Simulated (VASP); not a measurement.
# GaTe3O2 (P4mm) in VASP: a series of runs, part 2 of 2

VASP 6.6.1.

## Step 4: Relaxation of cell and atoms, PBE

This run uses another cell than the first one, of 25.48 Å³/atom.

File INCAR:

```
SYSTEM = GaTe3O2
PREC = Accurate
ENCUT = 600
EDIFF = 1E-6
ISMEAR = 0
SIGMA = 0.1
LREAL = .False.
LASPH = .True.
NELM = 80
ALGO = Normal
ISIF = 3
LWAVE = .False.
LCHARG = .False.
GGA = PE
IBRION = 2
NSW = 100
EDIFFG = -0.01
```

File KPOINTS:

```
Automatic mesh
0
Gamma
  6 6 10
  0 0 0
```

File POSCAR:

```
GaTe3O2
1.0
    5.9716067855      0.0000000000      0.0000000000
    0.0000000000      5.9716067855      0.0000000000
    0.0000000000      0.0000000000      4.2864143702
Ga Te O
1 3 2
Direct
    0.0000000000      0.0000000000      0.6425485814
    0.5000000000      0.0000000000      0.6339943101
    0.0000000000      0.5000000000      0.6339943101
    0.5000000000      0.5000000000      0.4678968603
    0.5000000000      0.0000000000      0.0827125891
    0.0000000000      0.5000000000      0.0827125891
```

Potentials or basis: VASP PAW PBE potentials, release 64 (Ga_d, Te, O).

Started as:

```
$ cat potpaw_PBE.64/Ga_d/POTCAR potpaw_PBE.64/Te/POTCAR potpaw_PBE.64/O/POTCAR > POTCAR
$ mpirun -np 1 vasp_std > vasp.out
```

OUTCAR:

```text
SYSTEM = GaTe3O2
   PREC = Accurate
   ENCUT = 600
   EDIFF = 1E-6
   ISMEAR = 0
   LREAL = .False.
   LASPH = .True.
   NELM = 80
   ISIF = 3
   GGA = PE
   IBRION = 2
   NSW = 100
   EDIFFG = -0.01

 ion  position               nearest neighbor table
   1  0.000  0.000  0.643-   2 2.99   3 2.99   3 2.99   2 2.99
   2  0.500  0.000  0.634-   5 1.92   5 2.36   1 2.99   1 2.99   4 3.07   4 3.07
   3  0.000  0.500  0.634-   6 1.92   6 2.36   1 2.99   1 2.99   4 3.07   4 3.07
   4  0.500  0.500  0.468-   2 3.07   3 3.07   2 3.07   3 3.07
   5  0.500  0.000  0.083-   2 1.92   2 2.36
   6  0.000  0.500  0.083-   3 1.92   3 2.36

  LATTYP: Found a simple tetragonal cell.
 ALAT       =     5.9716067855
 C/A-ratio  =     0.7177991660

  Lattice vectors:

 A1 = (   5.9716067855,   0.0000000000,   0.0000000000)
 A2 = (   0.0000000000,   5.9716067855,   0.0000000000)
 A3 = (   0.0000000000,   0.0000000000,   4.2864143702)

Analysis of symmetry for initial positions (statically):
=====================================================================
 Subroutine PRICEL returns:
 Original cell was already a primitive cell.

 Routine SETGRP: Setting up the symmetry group for a
 simple tetragonal supercell.

 Subroutine GETGRP returns: Found  8 space group operations
 (whereof  8 operations were pure point group operations)
 out of a pool of 16 trial point group operations.

The static configuration has the point symmetry C_4v.

Analysis of symmetry for dynamics (positions and initial velocities):
=====================================================================
 Subroutine PRICEL returns:
 Original cell was already a primitive cell.

 Routine SETGRP: Setting up the symmetry group for a
 simple tetragonal supercell.

 Subroutine GETGRP returns: Found  8 space group operations
[... 152 lines left out ...]

 number of electron      42.9999989 magnetization

 Free energy of the ion-electron system (eV)
  ---------------------------------------------------
  ext. energy  EPLUGINS =         0.00000000
  ---------------------------------------------------
  free energy    TOTEN  =       -23.33128027 eV

  energy without entropy =      -23.31881216  energy(sigma->0) =      -23.32504622

------------------------ aborting loop because EDIFF is reached ----------------------------------------

  FORCE on cell =-STRESS in cart. coord.  units (eV):
  Direction    XX          YY          ZZ          XY          YZ          ZX
  --------------------------------------------------------------------------------------
  -------------------------------------------------------------------------------------
  Total       -0.0673008     -0.0673008     -0.0920766      0.0000000      0.0000000      0.0000000
  in kB       -0.7054306     -0.7054306     -0.9651248      0.0000000      0.0000000      0.0000000
  external PRESSURE =      -0.7919953 kB  Pullay stress =       0.0000000 kB
[... 101 lines left out ...]
  FREE ENERGIE OF THE ION-ELECTRON SYSTEM (eV)
  ---------------------------------------------------
  free  energy   TOTEN  =       -23.3332523813 eV

  energy  without entropy=      -23.3204850083  energy(sigma->0) =      -23.32686869

[... ionic steps 4 to 49 ...]

--------------------------------------- Ionic step       50  -------------------------------------------

 number of electron      43.0000010 magnetization

------------------------ aborting loop because EDIFF is reached ----------------------------------------
[... 75 lines left out ...]
--------------------------------------- Ionic step       52  -------------------------------------------

 number of electron      43.0000010 magnetization

 Free energy of the ion-electron system (eV)
  ---------------------------------------------------
  ext. energy  EPLUGINS =         0.00000000
  ---------------------------------------------------
  free energy    TOTEN  =       -23.34529509 eV

  energy without entropy =      -23.33326938  energy(sigma->0) =      -23.33928224

 E-fermi :   4.2150     XC(G=0):  -8.9082

 val. band max:        4.2131771691   @ k =   0.3333   0.3333   0.2000
 cond. band min:       4.2232890567   @ k =   0.5000   0.3333   0.1000
 fundamental gap:      0.0101118876
 Fermi energy:         4.2149740194

 k-point     1 :       0.0000    0.0000    0.0000
  band No.  band energies     occupation
      1     -14.0279      2.00000
      2     -13.9414      2.00000
      3     -10.7846      2.00000
      4     -10.7389      2.00000
      5     -10.7389      2.00000
      6     -10.6890      2.00000
[... 661 lines left out ...]
     24       6.7045      0.00000
     25       6.9132      0.00000

 [... further k-points ...]

------------------------ aborting loop because EDIFF is reached ----------------------------------------

  FORCE on cell =-STRESS in cart. coord.  units (eV):
  Direction    XX          YY          ZZ          XY          YZ          ZX
  --------------------------------------------------------------------------------------
  -------------------------------------------------------------------------------------
  Total       -0.0440960     -0.0440960      0.0026619      0.0000000      0.0000000      0.0000000
  in kB       -0.4656135     -0.4656135      0.0281070      0.0000000      0.0000000      0.0000000
  external PRESSURE =      -0.3010400 kB  Pullay stress =       0.0000000 kB
[... 21 lines left out ...]
  FREE ENERGIE OF THE ION-ELECTRON SYSTEM (eV)
  ---------------------------------------------------
  free  energy   TOTEN  =       -23.3452950926 eV

  energy  without entropy=      -23.3332693775  energy(sigma->0) =      -23.33928224

 reached required accuracy - stopping structural energy minimisation
```

OSZICAR:

```text
N       E                     dE             d eps       ncg     rms          rms(c)
DAV:   1     0.396816635292E+03    0.39682E+03   -0.20125E+04  3008   0.195E+03
DAV:   2     0.364152677172E+02   -0.36040E+03   -0.35398E+03  3546   0.447E+02
DAV:   3    -0.248665132511E+02   -0.61282E+02   -0.60128E+02  3904   0.154E+02
[... 397 lines left out ...]
DAV:   1    -0.233452528615E+02    0.30727E-04   -0.45572E-02  3031   0.120E+00    0.866E-02
DAV:   2    -0.233453145698E+02   -0.61708E-04   -0.15812E-03  3997   0.259E-01    0.277E-02
DAV:   3    -0.233453001323E+02    0.14438E-04   -0.98695E-05  4147   0.713E-02    0.200E-02
DAV:   4    -0.233452960877E+02    0.40446E-05   -0.10737E-05  3636   0.218E-02    0.844E-03
DAV:   5    -0.233452950926E+02    0.99514E-06   -0.17437E-06  1738   0.944E-03
  52 F= -.23345295E+02 E0= -.23339282E+02  d E =-.116334E-03
```

It took 42 min on 1 thread of Intel Xeon 6975P-C (Granite Rapids), shared host; peak memory 0.51 GiB.

Results:

| Property | Result |
| --- | --- |
| Free energy | -23.3453 eV |
| Relaxed volume | 25.29 Å³/atom |
| Relaxed cell | a = 6.029 Å, b = 6.029 Å, c = 4.174 Å, α = 90.00°, β = 90.00°, γ = 90.00° |
| Space group after relaxing (to 0.1 Å) | P4mm (No. 99) |
| Energy gained by relaxing | 2.3 meV/atom |
| Ionic steps | 52 |
| Pressure after relaxing | 0.0 GPa |
| Largest force after relaxing | 0.008 eV/Å |
| Band gap on the k mesh | zero (an odd number of electrons rules out a gap without spin polarisation) |

Forces in eV/Å, atoms in the order of the input:
```
Ga   0.000  0.000  0.004
Te   0.000  0.000  0.000
Te   0.000  0.000  0.000
Te   0.000  0.000 -0.008
O    0.000  0.000  0.002
O    0.000  0.000  0.002
```

The path:
```csv
step,energy change (eV),largest force (eV/Å),pressure (GPa),volume (Å³)
1,0.0000,0.1209,-0.08,152.85
3,-0.0020,0.0697,-0.26,152.39
5,-0.0045,0.0560,-0.07,151.68
7,-0.0065,0.0397,0.35,150.25
9,-0.0095,0.0514,0.21,150.62
11,-0.0104,0.0675,0.12,150.94
13,-0.0112,0.0808,-0.14,151.69
15,-0.0120,0.0354,-0.09,151.93
17,-0.0122,0.0278,-0.07,152.13
19,-0.0124,0.0247,0.01,151.91
21,-0.0125,0.0227,-0.01,151.78
23,-0.0125,0.0219,0.02,151.72
25,-0.0127,0.0199,-0.05,151.77
27,-0.0128,0.0347,-0.09,151.82
29,-0.0129,0.0337,-0.10,151.81
31,-0.0132,0.0285,-0.08,151.76
33,-0.0135,0.0199,0.03,151.56
35,-0.0136,0.0197,0.00,151.61
37,-0.0136,0.0208,0.01,151.61
39,-0.0137,0.0189,0.00,151.59
41,-0.0138,0.0153,0.01,151.53
43,-0.0138,0.0131,0.06,151.47
45,-0.0138,0.0117,0.03,151.50
47,-0.0139,0.0196,0.01,151.54
49,-0.0139,0.0165,-0.03,151.59
51,-0.0140,0.0035,-0.09,151.82
52,-0.0140,0.0079,-0.03,151.73
```

Final structure:
```
Ga Te O
1.0
     6.02930    0.00000    0.00000
     0.00000    6.02930    0.00000
     0.00000    0.00000    4.17398
Ga Te O
1 3 2
Direct
  0.00000 0.00000 0.66165
  0.50000 0.00000 0.61190
  0.00000 0.50000 0.61190
  0.50000 0.50000 0.48987
  0.50000 0.00000 0.08426
  0.00000 0.50000 0.08426
```

Levels at points of the mesh, in eV from the Fermi level:
```
           k point  band 20  band 21  band 22  band 23  band 24  band 25
(0.00, 0.00, 0.00)    -0.33    -0.33     0.10     3.31     3.52     3.52
(0.50, 0.00, 0.00)    -0.60    -0.49     0.83     1.34     2.61     3.31
(0.50, 0.50, 0.00)    -0.78     0.54     0.79     1.18     1.38     1.79
(0.00, 0.00, 0.50)    -2.05    -1.09    -0.80     0.53     2.70     3.36
(0.50, 0.00, 0.50)    -1.19    -0.82    -0.67     0.67     1.29     2.18
(0.50, 0.50, 0.50)    -1.00    -0.12    -0.11    -0.11     0.55     1.83
```

Caveat: spin-orbit coupling is left out, which moves the levels of the heavy elements; an odd number of electrons without spin polarisation forces a metal; a magnetic or distorted state may lie lower.

## Step 5: Overview

```csv
task,cell,k mesh,cutoff (eV),gap on the mesh (eV),pressure (GPa),relaxed volume (Å³/atom),largest force (eV/Å)
relaxation of cell and atoms,"relaxed from a = 5.464, b = 5.464, c = 5.786 Å, 6 atoms, atomic positions A",4 × 4 × 4,600,none,0.1,25.12,0.03
single point,"a = 5.992, b = 5.992, c = 4.261 Å, 6 atoms, atomic positions B",6 × 6 × 10,520,none,0.0,-,0.08
relaxation of cell and atoms,"relaxed from a = 5.972, b = 5.972, c = 4.286 Å, 6 atoms, atomic positions C",6 × 6 × 10,600,none,0.0,25.29,0.01
```

Alike in all rows: level PBE; potentials or basis VASP PAW PBE potentials, release 64 (Ga_d, Te, O); no spin polarisation; smearing gaussian 0.1 eV.

Caveats: spin-orbit coupling is left out, which moves the levels of the heavy elements; an odd number of electrons without spin polarisation forces a metal; a magnetic or distorted state may lie lower; a cell axis changed by over 15 % at a fixed basis, so the end point is rough (at least some runs).

Total energies depend on the potentials used, so only differences within one code and one set of settings carry meaning.

The gap in the log of VASP goes by the Fermi energy; the results here count the filled bands.